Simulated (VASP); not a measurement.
Wanted: the native input for a VASP 6.6.1 run.

| Item | Value |
| --- | --- |
| Task | single point |
| Functional | PBEsol |
| Potentials or basis | VASP PAW PBE potentials, release 64 (K_sv, Br) |
| Cutoff | 520 eV |
| k mesh | 6 × 6 × 6 |
| Occupations | fermi-dirac, width 0.01 eV |
| Spin | no spin polarisation |
| Dipole correction | no |
| Further INCAR settings | ALGO = Normal; EDIFF = 1e-06; NBANDS = 15 |

The structure of KBr lies in POSCAR:

```
KBr
1.0
    0.0000000000      3.2925000000      3.2925000000
    3.2925000000      0.0000000000      3.2925000000
    3.2925000000      3.2925000000      0.0000000000
K Br
1 1
Direct
    0.0000000000      0.0000000000      0.0000000000
    0.5000000000      0.5000000000      0.5000000000
```

The input as run:

INCAR

```
SYSTEM = KBr
PREC     = Accurate       ! precision mode
ENCUT    = 520            ! plane-wave cutoff, eV
EDIFF    = 1E-6           ! SCF threshold, eV
ISMEAR   = -1             ! smearing method
SIGMA    = 0.01           ! smearing width, eV
LREAL    = .False.        ! projectors in reciprocal space
LASPH    = .True.         ! aspherical terms in the spheres
NELM     = 100            ! most SCF steps
ALGO     = Normal         ! electronic algorithm
ISIF     = 2              ! what is computed and relaxed
LWAVE    = .False.        ! write WAVECAR
LCHARG   = .False.        ! write CHGCAR
GGA      = PS             ! functional
NBANDS   = 15             ! bands
```

KPOINTS

```
regular mesh
0
Gamma
  6 6 6
  0 0 0
```

Potentials or basis: VASP PAW PBE potentials, release 64 (K_sv, Br).

Launch:

```console
$ cat potpaw_PBE.64/K_sv/POTCAR potpaw_PBE.64/Br/POTCAR > POTCAR
$ mpirun -np 1 vasp_std > vasp.out
```

It gave:

```
Pressure               : -0.2 GPa
Band gap on the k mesh : 4.30 eV
```

Caveat: the PAW data sets were made with another functional, which shifts forces and pressure a little.

It took 26 s on 1 thread of Intel Xeon 8259CL (shared host), peak memory 0.21 GiB.
